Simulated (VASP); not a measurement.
**MgTl2Se2: relaxation of cell and atoms with PBE**

MgTl2Se2:

```
CELL_PARAMETERS angstrom
4.36671 0.00000 0.00000
0.00000 4.36671 0.00000
0.00000 0.00000 5.05973
ATOMIC_POSITIONS crystal
Mg 0.00000 0.00000 0.50000
Tl 0.00000 0.50000 0.50000
Tl 0.50000 0.00000 0.50000
Se 0.00000 0.00000 0.00000
Se 0.50000 0.50000 0.00000
```

The cell was built from a structure type or drawn by symmetry, and may not be a known phase.

```yaml
Program: VASP 6.6.1
Task: relaxation of cell and atoms
Functional: PBE
Potentials_or_basis: VASP PAW PBE potentials, release 64 (Mg, Tl_d, Se)
Cutoff: 600 eV
k_mesh: 4 × 4 × 4
Occupations: gaussian, width 0.1 eV
Spin: no spin polarisation
Dipole_correction: no
Further_INCAR_settings: ALGO = Normal; EDIFF = 1e-07; IBRION = 2; EDIFFG = -0.04; NSW = 90; ISIF = 3
```

```
Relaxed volume                        : 32.31 Å³/atom
Relaxed cell                          : a = 5.874 Å, b = 5.874 Å, c = 4.682 Å, α = 90.00°, β = 90.00°, γ = 90.00°
Space group after relaxing (to 0.1 Å) : P4/mmm (No. 123)
Energy gained by relaxing             : 1470.8 meV/atom
Ionic steps                           : 11
Pressure after relaxing               : -0.1 GPa
Band gap on the k mesh                : zero (bands 20 and 21 overlap by 0.33 eV)
```

Stress tensor (GPa, compression positive):
```
 0.00  0.00  0.00
 0.00  0.00  0.00
 0.00  0.00 -0.17
```

The path:
| step | energy change (eV) | largest force (eV/Å) | pressure (GPa) | volume (Å³) |
| --- | --- | --- | --- | --- |
| 1 | 0.0000 | 0.0000 | 42.90 | 96.48 |
| 2 | -6.4602 | 0.0000 | -3.22 | 185.40 |
| 3 | -6.5175 | 0.0000 | -0.46 | 156.54 |
| 4 | -6.5635 | 0.0000 | -2.12 | 170.33 |
| 5 | -6.5665 | 0.0000 | -1.96 | 168.61 |
| 6 | -7.1272 | 0.0000 | -1.10 | 161.88 |
| 7 | -7.3366 | 0.0000 | 0.44 | 156.40 |
| 8 | -7.3390 | 0.0000 | 0.79 | 155.49 |
| 9 | -7.3393 | 0.0000 | 0.68 | 155.78 |
| 10 | -7.3511 | 0.0000 | 0.26 | 158.91 |
| 11 | -7.3541 | 0.0000 | -0.05 | 161.57 |

Final structure:
```
CELL_PARAMETERS angstrom
5.87433 0.00000 0.00000
0.00000 5.87433 0.00000
0.00000 0.00000 4.68215
ATOMIC_POSITIONS crystal
Mg 0.00000 0.00000 0.50000
Tl 0.00000 0.50000 0.50000
Tl 0.50000 0.00000 0.50000
Se 0.00000 0.00000 0.00000
Se 0.50000 0.50000 0.00000
```

Levels at points of the mesh, in eV from the Fermi level:
```
           k point  band 18  band 19  band 20  band 21  band 22  band 23
(0.00, 0.00, 0.00)    -0.46    -0.46    -0.24     1.97     1.97     2.88
(0.50, 0.00, 0.00)    -1.03    -0.20    -0.13     0.15     2.23     2.49
(0.50, 0.50, 0.00)    -1.03     0.01     0.15     0.15     0.68     2.94
(0.00, 0.00, 0.50)    -0.51    -0.51    -0.08    -0.01    -0.01     1.38
(0.50, 0.00, 0.50)    -1.10    -0.79    -0.37    -0.03     2.09     2.15
(0.50, 0.50, 0.50)    -1.86    -0.01    -0.01     1.25     3.25     3.66
```

Wall time 3.7 min on 1 thread of Intel(R) Xeon(R) 6975P-C (Granite Rapids) (shared host), peak memory 0.26 GiB.

Caveat: the volume moved by over 15 % at a fixed basis, so the end points are rough; spin-orbit coupling is left out, which moves the levels of the heavy elements.
